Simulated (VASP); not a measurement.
# In (Fmmm) in VASP: notebook, part 2 of 2

VASP 6.6.1.

**5. Single point, PBEsol (strain +0.0050 x Voigt [0, 0, 0, 0, 0, 1])**

The input, INCAR:

```
PREC = Accurate
ENCUT = 520
EDIFF = 1E-6
ISMEAR = 0
SIGMA = 0.15
LREAL = F
LASPH = T
NELM = 80
ALGO = Fast
ISIF = 2
LWAVE = F
LCHARG = T
GGA = PS
LELF = T
LVHAR = T
NBANDS = 12
```

The input, KPOINTS:

```
regular mesh
0
Gamma
  20 20 20
```

The input, POSCAR:

```
In
1.0
   -1.6220846250      1.6220846250      2.4739500000
    1.6220846250     -1.6220846250      2.4739500000
    1.6302153750      1.6302153750     -2.4739500000
In
1
Direct
    0.0000000000      0.0000000000      0.0000000000
```

Potentials or basis: VASP PAW PBE potentials, release 64 (In_d).

Command:

```bash
> cat potpaw_PBE.64/In_d/POTCAR > POTCAR
> mpirun -np 1 vasp_std > vasp.out
```

OUTCAR:

```text
PREC = Accurate
   ENCUT = 520
   EDIFF = 1E-6
   ISMEAR = 0
   LREAL = F
   LASPH = T
   NELM = 80
   ISIF = 2
   GGA = PS

 ion  position               nearest neighbor table
   1  0.000  0.000  0.000-

  LATTYP: Found a face centered orthorhombic cell.
 ALAT       =     4.5879481520
 B/A-ratio  =     1.0050125313
 C/A-ratio  =     1.0784559537

  Lattice vectors:

 A1 = (   1.6302153750,   1.6302153750,   2.4739500000)
 A2 = (   1.6220846250,  -1.6220846250,   2.4739500000)
 A3 = (   3.2523000000,   0.0081307500,   0.0000000000)

Analysis of symmetry for initial positions (statically):
=====================================================================
 Subroutine PRICEL returns:
 Original cell was already a primitive cell.

 Routine SETGRP: Setting up the symmetry group for a
 face centered orthorhombic supercell.

 Subroutine GETGRP returns: Found  8 space group operations
 (whereof  8 operations were pure point group operations)
 out of a pool of  8 trial point group operations.

The static configuration has the point symmetry D_2h.

[... 160 lines left out ...]
 E-fermi :   7.3441     XC(G=0): -10.4039

 val. band max:        7.3417404503   @ k =  -0.2500  -0.3500   0.0500
 cond. band min:       7.3447262473   @ k =   0.3000   0.2000   0.2500
 fundamental gap:      0.0029857970
 Fermi energy:         7.3441055311

 k-point     1 :       0.0000    0.0000    0.0000
  band No.  band energies     occupation
      1      -7.2616      2.00000
      2      -7.1586      2.00000
      3      -7.1526      2.00000
      4      -7.0730      2.00000
      5      -6.9683      2.00000
      6      -2.2107      2.00000
      7      17.8598      0.00000
      8      17.8732      0.00000
      9      18.0358      0.00000
     10      18.9378      0.00000
     11      21.3352      0.00000
     12      21.4302      0.00000
[... 331 lines left out ...]
 k-point    24 :      -0.3500    0.0500    0.0000
  band No.  band energies     occupation
      1      -7.2342      2.00000
      2      -7.1995      2.00000
      3      -7.1197      2.00000
      4      -6.9487      2.00000
      5      -6.9059      2.00000
      6       0.3617      2.00000
      7       7.9050      0.00000
      8      14.9437      0.00000
      9      16.4776      0.00000
     10      18.5284      0.00000
     11      19.8017      0.00000
     12      21.1088      0.00000

 [... further k-points ...]
[... 5 lines left out ...]
  --------------------------------------------------------------------------------------
  -------------------------------------------------------------------------------------
  Total       -0.1375881     -0.1375881     -0.1766057      0.0008575      0.0000000      0.0000000
  in kB       -8.4240728     -8.4240728    -10.8129924      0.0525048      0.0000000      0.0000000
  external PRESSURE =      -9.2203793 kB  Pullay stress =       0.0000000 kB

 VOLUME and BASIS-vectors are now :
 -----------------------------------------------------------------------------
  energy-cutoff  :      520.00
  volume of cell :       26.17
      direct lattice vectors                 reciprocal lattice vectors
    -1.622084625  1.622084625  2.473950000    -0.000768692  0.307476632  0.202105944
     1.622084625 -1.622084625  2.473950000     0.307476632 -0.000768692  0.202105944
     1.630215375  1.630215375 -2.473950000     0.306707940  0.306707940  0.000000000

 POSITION                                       TOTAL-FORCE (eV/Angst)
 -----------------------------------------------------------------------------------
      0.00000      0.00000      0.00000         0.000000     -0.000000      0.000000
 -----------------------------------------------------------------------------------
    total drift:                               -0.000000     -0.000000     -0.000000

  FREE ENERGIE OF THE ION-ELECTRON SYSTEM (eV)
  ---------------------------------------------------
  free  energy   TOTEN  =        -2.9847344394 eV

  energy  without entropy=       -2.9794231071  energy(sigma->0) =       -2.98207877
```

OSZICAR:

```text
N       E                     dE             d eps       ncg     rms          rms(c)
DAV:   1     0.777021543364E+02    0.77702E+02   -0.62517E+03 28400   0.137E+03
DAV:   2     0.698846816483E+00   -0.77003E+02   -0.74978E+02 29300   0.289E+02
DAV:   3    -0.294133788292E+01   -0.36402E+01   -0.36283E+01 33292   0.638E+01
DAV:   4    -0.302376594296E+01   -0.82428E-01   -0.82402E-01 35512   0.952E+00
DAV:   5    -0.302738746600E+01   -0.36215E-02   -0.36214E-02 38516   0.176E+00    0.228E+00
RMM:   6    -0.299167529376E+01    0.35712E-01   -0.46276E-02 34404   0.340E+00    0.117E+00
RMM:   7    -0.298511440111E+01    0.65609E-02   -0.15829E-02 33121   0.162E+00    0.288E-01
RMM:   8    -0.298467191507E+01    0.44249E-03   -0.20029E-03 40812   0.653E-01    0.772E-02
RMM:   9    -0.298472606144E+01   -0.54146E-04   -0.59028E-04 43485   0.240E-01    0.422E-02
RMM:  10    -0.298472887568E+01   -0.28142E-05   -0.14130E-04 38224   0.208E-01    0.690E-03
RMM:  11    -0.298473325662E+01   -0.43809E-05   -0.65550E-05 44625   0.887E-02    0.136E-02
RMM:  12    -0.298473374230E+01   -0.48569E-06   -0.17601E-05 39108   0.549E-02    0.209E-03
RMM:  13    -0.298473443944E+01   -0.69714E-06   -0.43491E-06 23638   0.206E-02
   1 F= -.29847344E+01 E0= -.29820788E+01  d E =-.531133E-02
```

stdout:

```text
POSCAR found type information on POSCAR In
 POSCAR found :  1 types and       1 ions
 scaLAPACK will be used
 -----------------------------------------------------------------------------
|                                                                             |
|                                                                             |
|     You enforced a specific xc type in the INCAR file but a different       |
|     I HOPE YOU KNOW WHAT YOU ARE DOING!                                     |
|                                                                             |
 -----------------------------------------------------------------------------

 LDA part: xc-table for (Slater+PW92), standard interpolation
 POSCAR, INCAR and KPOINTS ok, starting setup
 FFT: planning ... GRIDC
 FFT: planning ... GRID_SOFT
 FFT: planning ... GRID
 WAVECAR not read
 entering main loop
WARNING in EDDRMM: call to ZHEGV failed, returncode =   6  3     10
WARNING in EDDRMM: call to ZHEGV failed, returncode =   8  4     11
WARNING in EDDRMM: call to ZHEGV failed, returncode =   8  4     11
WARNING in EDDRMM: call to ZHEGV failed, returncode =   8  4     11
WARNING in EDDRMM: call to ZHEGV failed, returncode =   6  3     10
```

Run time: 5.6 min. Hardware: 1 thread of Intel Xeon Platinum 8124M at 3.00GHz (Skylake/Cascade Lake), shared host; peak memory 0.45 GiB.

Results:

* Free energy: -2.9847 eV
* Pressure: -0.9 GPa
* Band gap on the k mesh: zero (an odd number of electrons rules out a gap without spin polarisation)

Stress tensor (GPa, compression positive):
```
-0.84  0.01  0.00
 0.01 -0.84  0.00
 0.00  0.00 -1.08
```

Levels at points of the mesh, in eV from the Fermi level:
```csv
k point,band 3,band 4,band 5,band 6,band 7,band 8,band 9,band 10
"(0.00, 0.00, 0.00)",-14.50,-14.42,-14.31,-9.55,10.52,10.53,10.69,11.59
"(0.50, 0.00, 0.00)",-14.48,-14.22,-14.19,-4.31,-3.38,7.52,9.13,11.11
"(0.50, 0.50, 0.00)",-14.22,-14.20,-14.12,-1.93,-1.62,3.49,3.90,6.97
"(0.00, 0.00, 0.50)",-14.22,-14.21,-14.12,-1.99,-1.71,3.55,3.98,7.06
"(0.50, 0.50, 0.50)",-14.21,-14.18,-14.17,-2.94,-2.67,4.70,4.73,8.18
```

Caveat: the cell differs from its parent crystal (strain +0.0050 x Voigt [0, 0, 0, 0, 0, 1]); the PAW data sets were made with another functional, which shifts forces and pressure a little; spin-orbit coupling is left out, which moves the levels of the heavy elements.

**6. Single point, PBEsol (strain +0.0175 x Voigt [0, 0, 0, 0, 0, 1])**

The input, INCAR:

```
SYSTEM = In
PREC = Accurate
ENCUT = 520
EDIFF = 1E-6
ISMEAR = 0
SIGMA = 0.15
LREAL = .False.
LASPH = .True.
NELM = 60
ALGO = Fast
ISIF = 2
LWAVE = .False.
LCHARG = .False.
GGA = PS
NBANDS = 12
```

The input, KPOINTS:

```
regular mesh
0
Gamma
  20 20 20
  0 0 0
```

The input, POSCAR:

```
In
1.0
   -1.6119211875      1.6119211875      2.4739500000
    1.6119211875     -1.6119211875      2.4739500000
    1.6403788125      1.6403788125     -2.4739500000
In
1
Direct
    0.0000000000      0.0000000000      0.0000000000
```

Potentials or basis: VASP PAW PBE potentials, release 64 (In_d).

Command:

```bash
> cat potpaw_PBE.64/In_d/POTCAR > POTCAR
> mpirun -np 1 vasp_std > vasp.out
```

OUTCAR:

```text
SYSTEM = In
   PREC = Accurate
   ENCUT = 520
   EDIFF = 1E-6
   ISMEAR = 0
   LREAL = .False.
   LASPH = .True.
   NELM = 60
   ISIF = 2
   GGA = PS

 ion  position               nearest neighbor table
   1  0.000  0.000  0.000-

  LATTYP: Found a face centered orthorhombic cell.
 ALAT       =     4.5592016097
 B/A-ratio  =     1.0176544767
 C/A-ratio  =     1.0852558021

  Lattice vectors:

 A1 = (   1.6403788125,   1.6403788125,   2.4739500000)
 A2 = (   1.6119211875,  -1.6119211875,   2.4739500000)
 A3 = (   3.2523000000,   0.0284576250,   0.0000000000)

Analysis of symmetry for initial positions (statically):
=====================================================================
 Subroutine PRICEL returns:
 Original cell was already a primitive cell.

 Routine SETGRP: Setting up the symmetry group for a
 face centered orthorhombic supercell.

 Subroutine GETGRP returns: Found  8 space group operations
 (whereof  8 operations were pure point group operations)
 out of a pool of  8 trial point group operations.

The static configuration has the point symmetry D_2h.

Analysis of symmetry for dynamics (positions and initial velocities):
=====================================================================
[... 163 lines left out ...]
 Fermi energy:         7.3466238627

 k-point     1 :       0.0000    0.0000    0.0000
  band No.  band energies     occupation
      1      -7.2613      2.00000
      2      -7.1658      2.00000
      3      -7.1449      2.00000
      4      -7.0734      2.00000
      5      -6.9677      2.00000
      6      -2.2105      2.00000
      7      17.8460      0.00000
      8      17.8926      0.00000
      9      18.0387      0.00000
     10      18.9412      0.00000
     11      21.3320      0.00000
     12      21.4256      0.00000
[... 331 lines left out ...]
 k-point    24 :      -0.3500    0.0500    0.0000
  band No.  band energies     occupation
      1      -7.2339      2.00000
      2      -7.1996      2.00000
      3      -7.1192      2.00000
      4      -6.9495      2.00000
      5      -6.9045      2.00000
      6       0.3691      2.00000
      7       7.8942      0.00000
      8      14.9218      0.00000
      9      16.4356      0.00000
     10      18.6407      0.00000
     11      19.8105      0.00000
     12      21.2643      0.00000

 [... further k-points ...]
[... 5 lines left out ...]
  --------------------------------------------------------------------------------------
  -------------------------------------------------------------------------------------
  Total       -0.1470375     -0.1470375     -0.1778171      0.0037104      0.0000000      0.0000000
  in kB       -9.0032630     -9.0032630    -10.8879258      0.2271931      0.0000000      0.0000000
  external PRESSURE =      -9.6314839 kB  Pullay stress =       0.0000000 kB

 VOLUME and BASIS-vectors are now :
 -----------------------------------------------------------------------------
  energy-cutoff  :      520.00
  volume of cell :       26.17
      direct lattice vectors                 reciprocal lattice vectors
    -1.611921187  1.611921187  2.473950000    -0.002690610  0.307498253  0.202105944
     1.611921187 -1.611921187  2.473950000     0.307498253 -0.002690610  0.202105944
     1.640378813  1.640378813 -2.473950000     0.304807643  0.304807643  0.000000000

 POSITION                                       TOTAL-FORCE (eV/Angst)
 -----------------------------------------------------------------------------------
      0.00000      0.00000      0.00000         0.000000     -0.000000      0.000000
 -----------------------------------------------------------------------------------
    total drift:                               -0.000000     -0.000000     -0.000000

  FREE ENERGIE OF THE ION-ELECTRON SYSTEM (eV)
  ---------------------------------------------------
  free  energy   TOTEN  =        -2.9847721699 eV

  energy  without entropy=       -2.9795025061  energy(sigma->0) =       -2.98213734
```

OSZICAR:

```text
N       E                     dE             d eps       ncg     rms          rms(c)
DAV:   1     0.774946605145E+02    0.77495E+02   -0.62606E+03 28452   0.137E+03
DAV:   2     0.685010452556E+00   -0.76810E+02   -0.74813E+02 29292   0.290E+02
DAV:   3    -0.294274083045E+01   -0.36278E+01   -0.36153E+01 33372   0.637E+01
DAV:   4    -0.302387257610E+01   -0.81132E-01   -0.81107E-01 35240   0.945E+00
DAV:   5    -0.302748075397E+01   -0.36082E-02   -0.36081E-02 38632   0.178E+00    0.228E+00
RMM:   6    -0.299171704556E+01    0.35764E-01   -0.46347E-02 34395   0.340E+00    0.117E+00
RMM:   7    -0.298514874224E+01    0.65683E-02   -0.15877E-02 33162   0.162E+00    0.288E-01
RMM:   8    -0.298470810252E+01    0.44064E-03   -0.20313E-03 40859   0.656E-01    0.769E-02
RMM:   9    -0.298476375018E+01   -0.55648E-04   -0.60508E-04 43557   0.242E-01    0.417E-02
RMM:  10    -0.298476650738E+01   -0.27572E-05   -0.14111E-04 38404   0.205E-01    0.653E-03
RMM:  11    -0.298477107315E+01   -0.45658E-05   -0.66362E-05 45017   0.881E-02    0.129E-02
RMM:  12    -0.298477128762E+01   -0.21447E-06   -0.16246E-05 38655   0.560E-02    0.463E-03
RMM:  13    -0.298477216988E+01   -0.88226E-06   -0.54799E-06 24673   0.228E-02
   1 F= -.29847722E+01 E0= -.29821373E+01  d E =-.526966E-02
```

stdout:

```text
POSCAR found type information on POSCAR In
 POSCAR found :  1 types and       1 ions
 scaLAPACK will be used
 -----------------------------------------------------------------------------
|                                                                             |
|                                                                             |
|     You enforced a specific xc type in the INCAR file but a different       |
|     I HOPE YOU KNOW WHAT YOU ARE DOING!                                     |
|                                                                             |
 -----------------------------------------------------------------------------

 LDA part: xc-table for (Slater+PW92), standard interpolation
 POSCAR, INCAR and KPOINTS ok, starting setup
 FFT: planning ... GRIDC
 FFT: planning ... GRID_SOFT
 FFT: planning ... GRID
 WAVECAR not read
 entering main loop
WARNING in EDDRMM: call to ZHEGV failed, returncode =   8  4     12
WARNING in EDDRMM: call to ZHEGV failed, returncode =   8  4     11
WARNING in EDDRMM: call to ZHEGV failed, returncode =   6  3     11
WARNING in EDDRMM: call to ZHEGV failed, returncode =   6  3     11
WARNING in EDDRMM: call to ZHEGV failed, returncode =   6  3     11
WARNING in EDDRMM: call to ZHEGV failed, returncode =   8  4     11
WARNING in EDDRMM: call to ZHEGV failed, returncode =   6  3     12
```

Wall time 5.6 min (1 thread of Intel Xeon Platinum 8124M at 3.00GHz (Skylake/Cascade Lake), shared host); peak memory 0.45 GiB.

What came out:

| Item | Value |
| --- | --- |
| Free energy | -2.9848 eV |
| Pressure | -1.0 GPa |
| Band gap on the k mesh | zero (an odd number of electrons rules out a gap without spin polarisation) |

Caveat: the cell differs from its parent crystal (strain +0.0175 x Voigt [0, 0, 0, 0, 0, 1]); the PAW data sets were made with another functional, which shifts forces and pressure a little; spin-orbit coupling is left out, which moves the levels of the heavy elements.

**7. Summary**

```csv
cell,further INCAR settings,gap on the mesh (eV),pressure (GPa)
"a = 3.393, b = 3.393, c = 3.362 Å, angles 122.4, 122.4, 86.4°, 1 atom",ALGO = Fast; EDIFF = 1e-06; NBANDS = 12,none,-1.0
"a = 3.366, b = 3.366, c = 3.390 Å, angles 122.4, 122.4, 85.4°, 1 atom",ALGO = Fast; EDIFF = 1e-07; NBANDS = 12,none,-1.0
"a = 3.386, b = 3.386, c = 3.370 Å, angles 122.4, 122.4, 86.1°, 1 atom",ALGO = Fast; EDIFF = 1e-06; NBANDS = 12,none,-0.9
"a = 3.374, b = 3.374, c = 3.382 Å, angles 122.4, 122.4, 85.7°, 1 atom",ALGO = Fast; EDIFF = 1e-06; NBANDS = 12,none,-0.9
"a = 3.364, b = 3.364, c = 3.391 Å, angles 122.4, 122.4, 85.3°, 1 atom",ALGO = Fast; EDIFF = 1e-06; NBANDS = 12,none,-1.0
```

Alike in all rows: task single point; level PBEsol; potentials or basis VASP PAW PBE potentials, release 64 (In_d); no spin polarisation; k mesh 20 × 20 × 20; cutoff (eV) 520; smearing gaussian 0.15 eV.

Caveats: the PAW data sets were made with another functional, which shifts forces and pressure a little; spin-orbit coupling is left out, which moves the levels of the heavy elements.

Total energies depend on the potentials used, so only differences within one code and one set of settings carry meaning.
